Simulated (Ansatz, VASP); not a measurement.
## PbO in VASP and in Ansatz

Contents of INCAR:

```
SYSTEM = PbO
  PREC = Accurate
  ENCUT = 600
  EDIFF = 1E-6
  ISMEAR = -1
  SIGMA = 0.02
  LREAL = .FALSE.
  LASPH = .TRUE.
  NELM = 100
  ALGO = Normal
  ISIF = 3
  LWAVE = .FALSE.
  LCHARG = .FALSE.
  GGA = PE
  IBRION = 2
  NSW = 80
  EDIFFG = -0.01
```

File KPOINTS:

```
regular mesh
0
G
  8 8 6
  0 0 0
```

The input POSCAR:

```
PbO
1.0
    3.9900000000      0.0000000000      0.0000000000
    0.0000000000      3.9900000000      0.0000000000
    0.0000000000      0.0000000000      5.0100000000
Pb O
2 2
Direct
    0.0000000000      0.5000000000      0.2400000000
    0.5000000000      0.0000000000      0.7600000000
    0.0000000000      0.0000000000      0.0000000000
    0.5000000000      0.5000000000      0.0000000000
```

Input for Ansatz:

```yaml
crystal:
  lattice:
    - [3.99, 0.0, 0.0]
    - [0.0, 3.99, 0.0]
    - [0.0, 0.0, 5.01]
  atoms:
    - { symbol: Pb, position: [0.0, 0.5, 0.24] }
    - { symbol: Pb, position: [0.5, 0.0, 0.76] }
    - { symbol: O, position: [0.0, 0.0, 0.0] }
    - { symbol: O, position: [0.5, 0.5, 0.0] }
  symmetry: { tolerance: 0.0003 }
hamiltonian:
  xc: pbe
  pseudopotentials: { kind: paw, azcp: { folder: soft_1 } }
basis:
  ecutwfc: 420
magnetization:
  spin_polarized: false
scf:
  occupations: { method: fermi_dirac, width: 0.02 }
kpoints:
  mp_grid: { grid: [8, 8, 6], shift: [0, 0, 0] }
output:
  forces: true
  stress: true
  eigenvalues: true
relax:
  max_steps: 60
  cell: {}
```

Alike in both runs: task relaxation of cell and atoms; functional PBE; k mesh 8 × 8 × 6; occupations fermi-dirac, width 0.02 eV; no spin polarisation.

```csv
,VASP,Ansatz
version,VASP 6.6.1,Ansatz 0.2.0
potentials or method,"VASP PAW PBE potentials, release 64 (Pb_d, O), cutoff 600 eV",PAW plane waves
valence electrons in the cell,40,40
```

Ansatz gave:

| Item | Value |
| --- | --- |
| gap on the k mesh at the Fermi level, each at its own relaxed structure (eV) | 1.82 |
| relaxed volume (Å³/atom) | 23.09 |
| relaxed length of the cell vector where the two differ most in proportion (Å) | 5.611 |

**Question.** Which values does VASP return?

**Answer.** gap on the k mesh at the Fermi level, each at its own relaxed structure (eV): 1.73; relaxed volume (Å³/atom): 22.68; relaxed length of the cell vector where the two differ most in proportion (Å): 5.507.

Spin-orbit coupling is off throughout.
